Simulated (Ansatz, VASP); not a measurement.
## Ge in VASP and in Ansatz

```
CELL_PARAMETERS angstrom
3.98174 0.00000 0.00000
-1.99087 3.44829 0.00000
0.00000 0.00000 10.80699
ATOMIC_POSITIONS crystal
Ge 0.00000 0.00000 0.97745
Ge 0.00000 0.00000 0.47745
Ge 0.33333 0.66667 0.91485
Ge 0.66667 0.33333 0.41485
```

Alike in both runs: task single point; functional r2SCAN; k mesh 7 × 7 × 2; occupations gaussian, width 0.15 eV; no spin polarisation.

```csv
,VASP,Ansatz
version,VASP 6.6.1,Ansatz 0.2.0
potentials or method,"VASP PAW PBE potentials, release 64 (Ge_d), cutoff 520 eV","plane waves, PAW"
valence electrons in the cell,56,56
```

|  | VASP | Ansatz | Ansatz less VASP |
| --- | --- | --- | --- |
| pressure (GPa) | -0.2 | -0.3 | -0.04 |
| traceless stress, the component that is largest in VASP (GPa) | -0.55 | -0.48 | +0.067 |

VASP's potentials were made for PBE, not for r2SCAN.
